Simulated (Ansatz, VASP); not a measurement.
**One calculation of BaTe, two programs**

```
Ba Te
1.0
     0.00000    3.46015    3.46015
     3.46015    0.00000    3.46015
     3.46015    3.46015    0.00000
Ba Te
1 1
Cartesian
  0.0000 0.0000 0.0000
  3.4601 3.4601 3.4601
```

Alike in both runs: task single point; functional PBE; k mesh 8 × 8 × 8; occupations gaussian, width 0.02 eV; no spin polarisation.

```csv
,VASP,Ansatz
version,VASP 6.6.1,Ansatz 0.2.0
potentials or method,"VASP PAW PBE potentials, release 64 (Ba_sv, Te), cutoff 520 eV","scalar-relativistic, plane waves, PAW"
valence electrons in the cell,16,26
```

Ansatz gave:

- gap on the k mesh at the Fermi level (eV): 1.53
- least direct gap on the mesh (eV): 1.88
- pressure (GPa): 2.0

What did VASP give for the same quantities?

gap on the k mesh at the Fermi level (eV): 1.44; least direct gap on the mesh (eV): 1.82; pressure (GPa): 2.4.

The functional is the same, so the differences come from potentials, cutoffs and numerics. VASP's potentials hold 16 valence electrons a cell and Ansatz's 26, so a difference there can come from the potentials and not from the codes.

Spin-orbit coupling is off throughout.
